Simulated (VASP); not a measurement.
Crystal: P.

```
CELL_PARAMETERS angstrom
5.42614 0.00000 0.00000
-2.40965 5.06218 0.00000
-2.17873 -2.08617 4.92626
ATOMIC_POSITIONS crystal
P 0.08533 0.42481 0.86961
P 0.40672 0.78100 0.50748
P 0.74176 0.12900 0.18429
P 0.91467 0.57519 0.13039
P 0.59328 0.21900 0.49252
P 0.25824 0.87100 0.81571
P 0.00000 0.00000 0.00000
```

```yaml
Program: VASP 6.6.1
Task: relaxation of cell and atoms
Functional: PBE
Potentials_or_basis: VASP PAW PBE potentials, release 64 (P)
Cutoff: 600 eV
k_mesh: 4 × 4 × 4
Occupations: gaussian, width 0.1 eV
Spin: no spin polarisation
```

At the start: pressure 0.1 GPa; volume 19.33 Å³/atom.

Task: How do energy, volume and symmetry change on relaxing?

Result: Over 22 steps the energy falls by 5.4 meV/atom and the volume is 18.77 Å³/atom (-2.9 %); space group P-1 (No. 2, to 0.1 Å) before and after.

The path:
```tsv
step	energy change (eV)	largest force (eV/Å)	pressure (GPa)	volume (Å³)
1	0.0000	0.2297	0.08	135.32
2	-0.0067	0.1177	0.15	135.49
3	-0.0068	0.1269	0.15	135.50
4	-0.0100	0.0811	0.01	135.94
5	-0.0107	0.0804	-0.09	136.25
6	-0.0124	0.0590	0.00	136.21
7	-0.0130	0.0874	0.10	136.16
8	-0.0142	0.0710	0.00	136.26
9	-0.0158	0.0973	-0.27	136.53
10	-0.0171	0.0973	-0.24	136.33
11	-0.0204	0.1009	-0.15	135.73
12	-0.0216	0.1283	0.05	134.49
13	-0.0221	0.1149	-0.03	134.99
14	-0.0243	0.0956	-0.05	134.75
15	-0.0280	0.1228	-0.10	134.02
16	-0.0283	0.1344	-0.11	133.74
17	-0.0307	0.1166	-0.08	133.41
18	-0.0340	0.1046	0.02	132.42
19	-0.0357	0.0764	-0.07	132.22
20	-0.0361	0.0708	-0.13	132.08
21	-0.0374	0.0449	0.07	131.66
22	-0.0376	0.0329	0.19	131.39
```

Final structure:
```xyz
7
Lattice="5.2162 -0.0692 -0.2047 -2.3793 5.2254 0.1842 -2.2534 -2.0258 4.9024" Properties=species:S:1:pos:R:3 pbc="T T T"
P    -2.4883    0.4806    4.4070
P    -0.8336    3.0564    2.6137
P     3.1576    0.2909    0.8028
P     3.0718    2.6498    0.4750
P     1.4171    0.0740    2.2682
P    -2.5741    2.8395    4.0791
P     0.0000    0.0000    0.0000
```

Caveat: an odd number of electrons without spin polarisation forces a metal; a magnetic or distorted state may lie lower.
